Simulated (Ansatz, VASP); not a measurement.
One calculation of Sc, two programs

Contents of POSCAR:

```
Sc
1.0
   -1.8883950000      1.8883950000      2.3805000000
    1.8883950000     -1.8883950000      2.3805000000
    1.8696050000      1.8696050000     -2.3805000000
Sc
1
Direct
    0.0000000000      0.0000000000      0.0000000000
```

The input INCAR.step1:

```
SYSTEM = Sc
  PREC = Accurate
  ENCUT = 520
  ISMEAR = -1
  SIGMA = 0.1
  LREAL = .False.
  LASPH = .True.
  NELM = 80
  NBANDS = 12
  GGA = PE
  ALGO = Normal
  EDIFF = 1E-4
  LWAVE = .True.
  LCHARG = .False.
```

File INCAR.step2:

```
SYSTEM = Sc
  PREC = Accurate
  ENCUT = 520
  EDIFF = 1E-6
  ISMEAR = -1
  SIGMA = 0.1
  LREAL = .False.
  LASPH = .True.
  NELM = 80
  ALGO = Normal
  ISIF = 2
  LWAVE = .False.
  LCHARG = .True.
  METAGGA = R2SCAN
  LMIXTAU = .True.
  LELF = .True.
  LVHAR = .True.
  NBANDS = 12
  ISTART = 1
```

Contents of KPOINTS:

```
Automatic mesh
0
Gamma
  13 13 13
  0 0 0
```

Input for Ansatz:

```yaml
crystal:
  lattice:
    - [-1.888395, 1.888395, 2.3805]
    - [1.888395, -1.888395, 2.3805]
    - [1.869605, 1.869605, -2.3805]
  atoms:
    - { symbol: Sc, position: [0.0, 0.0, 0.0] }
basis:
  ecutwfc: 600.0
kpoints:
  mp_grid:
    grid: [13, 13, 13]
hamiltonian:
  xc: r2scan
scf:
  occupations:
    method: fermi_dirac
    width: 0.1
output:
  stress: true
```

Alike in both runs: task single point; functional r2SCAN; k mesh 13 × 13 × 13; occupations fermi-dirac, width 0.1 eV; no spin polarisation.

```csv
,VASP,Ansatz
version,VASP 6.6.1,Ansatz 0.2.0
potentials or method,"VASP PAW PBE potentials, release 64 (Sc_sv), cutoff 520 eV","plane waves, PAW"
valence electrons in the cell,11,11
```

VASP gave:

| Quantity | Value |
| --- | --- |
| pressure (GPa) | -9.6 |
| traceless stress, the component that is largest in VASP (GPa) | 0.60 |

Question: Which values does Ansatz return?

Answer: Pressure (GPa): -9.7; traceless stress, the component that is largest in VASP (GPa): 0.60.

VASP's potentials were made for PBE, not for r2SCAN.
